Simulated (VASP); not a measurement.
# Mg2Co (Fd-3m) in VASP: single point with r2SCAN

Aim: the single point of Mg2Co with r2SCAN.

Everything below comes from runs of VASP 6.6.1. Logs are shortened: lines on timing, memory, paths and dates and some standing lists are left out, and cuts for length are marked.

### 1 The cell of the first run

The structure is cubic, space group Fd-3m (No. 227). Conventional cell: a = 7.734 Å, b = 7.734 Å, c = 7.734 Å, α = 90.00°, β = 90.00°, γ = 90.00°. Within 3.6 Å of Mg (site symmetry -3m) lie 6 Mg at 2.73 Å and 6 Co at 3.21 Å. Within 4.2 Å of Co (site symmetry -43m) lie 12 Mg at 3.21 Å and 4 Co at 3.35 Å.

### 2 Single point, r2SCAN, collinear spin, ferromagnetic start

The input, POSCAR:

```
Mg2Co
1.0
    0.0000000000      3.8669877779      3.8669877779
    3.8669877779      0.0000000000      3.8669877779
    3.8669877779      3.8669877779      0.0000000000
Mg Co
4 2
Direct
    0.1250000000      0.1250000000      0.1250000000
    0.6250000000      0.1250000000      0.1250000000
    0.1250000000      0.1250000000      0.6250000000
    0.1250000000      0.6250000000      0.1250000000
    0.5000000000      0.5000000000      0.5000000000
    0.7500000000      0.7500000000      0.7500000000
```

The input, INCAR.step1:

```
PREC = Accurate ; ENCUT = 660
ISMEAR = 0 ; SIGMA = 0.1
LREAL = F ; LASPH = T
NELM = 200 ; ISPIN = 2
MAGMOM = 0 0 0 0 2.32 2.32 ; LMAXMIX = 4
NBANDS = 26 ; GGA = PE
ALGO = Normal ; EDIFF = 1E-5
LWAVE = T ; LCHARG = F
GGA_COMPAT = F ; KPAR = 4
```

The input, INCAR.step2:

```
PREC = Accurate ; ENCUT = 660
EDIFF = 1E-6 ; ISMEAR = 0
SIGMA = 0.1 ; LREAL = F
LASPH = T ; NELM = 200
ALGO = Normal ; ISIF = 2
LWAVE = F ; LCHARG = F
ISPIN = 2 ; MAGMOM = 0 0 0 0 2.32 2.32
LORBIT = 11 ; LMAXMIX = 4
METAGGA = R2SCAN ; LMIXTAU = T
NBANDS = 26 ; ISTART = 1
GGA_COMPAT = F ; KPAR = 4
```

The input, KPOINTS:

```
Automatic mesh
0
Gamma
  12 12 12
```

Potentials or basis: VASP PAW PBE potentials, release 64 (Mg, Co).

On the command line:

```sh
$ cat potpaw_PBE.64/Mg/POTCAR potpaw_PBE.64/Co/POTCAR > POTCAR
$ cp INCAR.step1 INCAR
$ mpirun -np 4 vasp_std > vasp.out
$ cp INCAR.step2 INCAR
$ mpirun -np 4 vasp_std > vasp.out
```

OUTCAR:

```text
PREC = Accurate
   ENCUT = 660
   EDIFF = 1E-6
   ISMEAR = 0
   LREAL = F
   LASPH = T
   NELM = 200
   ISIF = 2
   ISPIN = 2
   LORBIT = 11
   METAGGA = R2SCAN
   ISTART = 1

 ion  position               nearest neighbor table
   1  0.125  0.125  0.125-   2 2.73   3 2.73   4 2.73   3 2.73   4 2.73   2 2.73   6 3.21   5 3.21
                             6 3.21   5 3.21   6 3.21   5 3.21
   2  0.625  0.125  0.125-   1 2.73   3 2.73   4 2.73   1 2.73   3 2.73   4 2.73   5 3.21   6 3.21
                             5 3.21   5 3.21   6 3.21   6 3.21
   3  0.125  0.125  0.625-   1 2.73   1 2.73   2 2.73   4 2.73   4 2.73   2 2.73   6 3.21   5 3.21
                             6 3.21   5 3.21   6 3.21   5 3.21
   4  0.125  0.625  0.125-   1 2.73   3 2.73   1 2.73   2 2.73   3 2.73   2 2.73   5 3.21   6 3.21
                             5 3.21   6 3.21   6 3.21   5 3.21
   5  0.500  0.500  0.500-   1 3.21   3 3.21   4 3.21   1 3.21   2 3.21   3 3.21   1 3.21   2 3.21
                             4 3.21   2 3.21   3 3.21   4 3.21
   6  0.750  0.750  0.750-   2 3.21   3 3.21   4 3.21   1 3.21   2 3.21   4 3.21   1 3.21   2 3.21
                             3 3.21   1 3.21   3 3.21   4 3.21

  LATTYP: Found a face centered cubic cell.
 ALAT       =     7.7339755558

  Lattice vectors:

 A1 = (   0.0000000000,   3.8669877779,   3.8669877779)
 A2 = (   3.8669877779,   0.0000000000,   3.8669877779)
 A3 = (   3.8669877779,   3.8669877779,   0.0000000000)

Analysis of symmetry for initial positions (statically):
=====================================================================
 Subroutine PRICEL returns:
 Original cell was already a primitive cell.

 Routine SETGRP: Setting up the symmetry group for a
 face centered cubic supercell.

 Subroutine GETGRP returns: Found 48 space group operations
 (whereof 24 operations were pure point group operations)
 out of a pool of 48 trial point group operations.

The static configuration has the point symmetry T_d .
 The point group associated with its full space group is O_h .

Analysis of symmetry for dynamics (positions and initial velocities):
=====================================================================
 Subroutine PRICEL returns:
 Original cell was already a primitive cell.

 Routine SETGRP: Setting up the symmetry group for a
 face centered cubic supercell.

 Subroutine GETGRP returns: Found 48 space group operations
 (whereof 24 operations were pure point group operations)
 out of a pool of 48 trial point group operations.

The dynamic configuration has the point symmetry T_d .
 The point group associated with its full space group is O_h .

Analysis of structural, dynamic, and magnetic symmetry:
[... 160 lines left out ...]

 Free energy of the ion-electron system (eV)
  ---------------------------------------------------
  ext. energy  EPLUGINS =         0.00000000
  ---------------------------------------------------
  free energy    TOTEN  =       -38.60410383 eV

  energy without entropy =      -38.56321638  energy(sigma->0) =      -38.58366011

 E-fermi :   3.5867     XC(G=0): -10.1431

 val. band max:        3.5865105566   @ k =  -0.4167   0.4167   0.1667
 cond. band min:       3.5869789880   @ k =  -0.3333   0.2500   0.0000
 fundamental gap:      0.0004684314
 Fermi energy:         3.5867465811

 spin component 1

 k-point     1 :       0.0000    0.0000    0.0000
  band No.  band energies     occupation
      1      -3.8090      1.00000
      2       0.2239      1.00000
      3       0.2239      1.00000
      4       0.2239      1.00000
      5       0.3262      1.00000
      6       0.3262      1.00000
[... 661 lines left out ...]
     24      11.2709      0.00000
     25      11.3000      0.00000

 [... further k-points ...]

 spin component 2

 k-point     1 :       0.0000    0.0000    0.0000
  band No.  band energies     occupation
      1      -4.0419      1.00000
      2       1.8795      1.00000
      3       1.8822      1.00000
      4       2.4725      1.00000
      5       2.6603      1.00000
      6       2.6606      1.00000
[... 661 lines left out ...]
     24      11.3648      0.00000
     25      11.4742      0.00000

 [... further k-points ...]

 [bands above 25 left out]

------------------------ aborting loop because EDIFF is reached ----------------------------------------

  FORCE on cell =-STRESS in cart. coord.  units (eV):
  Direction    XX          YY          ZZ          XY          YZ          ZX
  --------------------------------------------------------------------------------------
  -------------------------------------------------------------------------------------
  Total       -1.1649193     -1.1649193     -1.1649193      0.0000000      0.0000000     -0.0000000
  in kB      -16.1383095    -16.1383095    -16.1383095      0.0000000      0.0000000     -0.0000000
  external PRESSURE =     -16.1383095 kB  Pullay stress =       0.0000000 kB

 VOLUME and BASIS-vectors are now :
 -----------------------------------------------------------------------------
  energy-cutoff  :      660.00
  volume of cell :      115.65
      direct lattice vectors                 reciprocal lattice vectors
     0.000000000  3.866987778  3.866987778    -0.129299607  0.129299607  0.129299607
     3.866987778  0.000000000  3.866987778     0.129299607 -0.129299607  0.129299607
     3.866987778  3.866987778  0.000000000     0.129299607  0.129299607 -0.129299607

 POSITION                                       TOTAL-FORCE (eV/Angst)
 -----------------------------------------------------------------------------------
      0.96675      0.96675      0.96675         0.000000      0.000000      0.000000
      0.96675      2.90024      2.90024         0.000000      0.000000      0.000000
      2.90024      2.90024      0.96675         0.000000      0.000000      0.000000
      2.90024      0.96675      2.90024         0.000000      0.000000      0.000000
      3.86699      3.86699      3.86699         0.000000      0.000000      0.000000
      5.80048      5.80048      5.80048        -0.000000     -0.000000     -0.000000
 -----------------------------------------------------------------------------------
    total drift:                               -0.000000     -0.000000      0.000000

  FREE ENERGIE OF THE ION-ELECTRON SYSTEM (eV)
  ---------------------------------------------------
  free  energy   TOTEN  =       -38.6041038318 eV

  energy  without entropy=      -38.5632163810  energy(sigma->0) =      -38.58366011

 total charge

# of ion       s       p       d       tot
------------------------------------------
    1        0.212   0.172   0.017   0.400
    2        0.212   0.172   0.017   0.400
    3        0.212   0.172   0.017   0.400
    4        0.212   0.172   0.017   0.400
    5        0.351   0.222   7.097   7.671
    6        0.351   0.222   7.097   7.671
--------------------------------------------------
tot          1.549   1.133  14.261  16.943

 magnetization (x)

# of ion       s       p       d       tot
------------------------------------------
    1       -0.003  -0.010  -0.002  -0.014
    2       -0.003  -0.010  -0.002  -0.014
    3       -0.003  -0.010  -0.002  -0.014
    4       -0.003  -0.010  -0.002  -0.014
    5        0.028  -0.012   2.073   2.090
    6        0.028  -0.012   2.073   2.090
--------------------------------------------------
tot          0.045  -0.063   4.140   4.122
```

OSZICAR.step1:

```text
N       E                     dE             d eps       ncg     rms          rms(c)
DAV:   1     0.111619432852E+03    0.11162E+03   -0.10750E+04  7488   0.105E+03
DAV:   2    -0.140161905301E+02   -0.12564E+03   -0.11498E+03  7520   0.199E+02
DAV:   3    -0.192765902124E+02   -0.52604E+01   -0.50396E+01  9250   0.510E+01
DAV:   4    -0.193716211514E+02   -0.95031E-01   -0.94724E-01  8524   0.551E+00
DAV:   5    -0.193749323985E+02   -0.33112E-02   -0.33110E-02 10918   0.110E+00    0.195E+01
DAV:   6    -0.459952893523E+02   -0.26620E+02   -0.90153E+01  8814   0.137E+02    0.588E+01
DAV:   7    -0.176796419994E+02    0.28316E+02   -0.41466E+01  8888   0.690E+01    0.163E+01
DAV:   8    -0.159627126240E+02    0.17169E+01   -0.76707E+00 10240   0.219E+01    0.310E+00
DAV:   9    -0.159835358353E+02   -0.20823E-01   -0.21676E-01  8800   0.365E+00    0.131E+00
DAV:  10    -0.159768709444E+02    0.66649E-02   -0.73997E-02  8604   0.256E+00    0.794E-01
DAV:  11    -0.159768636324E+02    0.73120E-05   -0.84009E-03  8420   0.679E-01    0.642E-01
DAV:  12    -0.159765058372E+02    0.35780E-03   -0.44605E-03 10232   0.593E-01    0.209E-01
DAV:  13    -0.159765446621E+02   -0.38825E-04   -0.15428E-03 10764   0.278E-01    0.112E-01
DAV:  14    -0.159766267341E+02   -0.82072E-04   -0.14709E-03 10744   0.288E-01    0.903E-02
DAV:  15    -0.159766291093E+02   -0.23753E-05   -0.17467E-04  9554   0.834E-02    0.552E-02
DAV:  16    -0.159766194479E+02    0.96614E-05   -0.11212E-05  4254   0.295E-02
   1 F= -.15976619E+02 E0= -.15949426E+02  d E =-.543868E-01  mag=     3.0730
```

Wall time 8.1 min (4 MPI ranks of Intel Xeon 6975P-C (Granite Rapids), shared host); peak memory 0.77 GiB.

Results:

| Item | Value |
| --- | --- |
| Free energy | -38.6041 eV |
| Pressure | -1.6 GPa |
| Net moment | 3.63 μB per cell |
| Site moments | Mg -0.01; Co +2.09 μB |
| Valence electrons inside the program's atomic spheres | Mg 0.40; Co 7.67 |

Levels at points of the mesh, in eV from the Fermi level:
Spin up:
| k point | band 11 | band 12 | band 13 | band 14 | band 15 | band 16 | band 17 | band 18 | band 19 | band 20 |
| --- | --- | --- | --- | --- | --- | --- | --- | --- | --- | --- |
| (0.00, 0.00, 0.00) | -2.19 | -1.25 | 0.42 | 0.65 | 0.65 | 0.65 | 1.62 | 1.62 | 1.62 | 3.16 |
| (0.50, 0.00, 0.00) | -2.37 | -2.37 | -1.36 | 0.03 | 0.03 | 0.67 | 0.88 | 0.88 | 3.65 | 5.25 |
| (0.50, 0.50, 0.00) | -2.32 | -2.32 | -1.90 | -1.90 | -1.51 | -1.51 | 4.78 | 4.78 | 5.02 | 5.02 |
Spin down:
```tsv
k point	band 7	band 8	band 9	band 10	band 11	band 12	band 13	band 14	band 15	band 16
(0.00, 0.00, 0.00)	-0.93	-0.79	-0.79	-0.65	-0.65	-0.65	0.60	1.95	1.95	1.95
(0.50, 0.00, 0.00)	-1.26	-0.68	-0.35	-0.35	-0.01	-0.01	0.29	0.29	0.86	1.79
(0.50, 0.50, 0.00)	-1.18	-1.18	-0.82	-0.82	0.01	0.01	0.57	0.57	1.01	1.01
```

Caveat: the PAW data sets were made with another functional, which shifts forces and pressure a little.
